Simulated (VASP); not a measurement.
Set up this calculation in VASP 6.6.1, as the native input.

```yaml
Task: single point
Functional: PBEsol
Potentials_or_basis: VASP PAW PBE potentials, release 64 (Al, O)
Cutoff: 600 eV
k_mesh: 12 × 12 × 2
Occupations: gaussian, width 0.01 eV
Spin: no spin polarisation
Dipole_correction: no
Further_INCAR_settings: ALGO = Normal; EDIFF = 1e-06; NBANDS = 20
```

The structure of Al2O3 lies in POSCAR:

```
Al2O3
1.0
    2.8843250000      0.0000000000      0.0000000000
   -1.4421625000      2.4978987228      0.0000000000
    0.0000000000      0.0000000000      9.3367540000
Al O
2 3
Direct
    0.0000000000      0.0000000000      0.1499920000
    0.0000000000      0.0000000000      0.8500080000
    0.3333333333      0.6666666667      0.2223170000
    0.3333333333      0.6666666667      0.7776830000
    0.6666666667      0.3333333333      0.0000000000
```

One way to write it, as run:

INCAR

```
  PREC = Accurate
  ENCUT = 600
  EDIFF = 1E-6
  ISMEAR = 0
  SIGMA = 0.01
  LREAL = F
  LASPH = T
  NELM = 120
  ALGO = Normal
  ISIF = 2
  LWAVE = F
  LCHARG = F
  GGA = PS
  NBANDS = 20
  GGA_COMPAT = F
```

KPOINTS

```
Automatic mesh
0
Gamma
  12 12 2
```

Potentials or basis: VASP PAW PBE potentials, release 64 (Al, O).

The run is started by

```console
$ cat potpaw_PBE.64/Al/POTCAR potpaw_PBE.64/O/POTCAR > POTCAR
$ mpirun -np 1 vasp_std > vasp.out
```

It gave:

```yaml
Pressure: -2.9 GPa
Largest_force: 0.146 eV/Å
Band_gap_on_the_k_mesh: 4.74 eV (least direct gap 4.98 eV)
```

Caveat: the PAW data sets were made with another functional, which shifts forces and pressure a little.

Run time: 99 s on 1 thread of Intel Xeon 8259CL, on a shared host, peak memory 0.22 GiB.
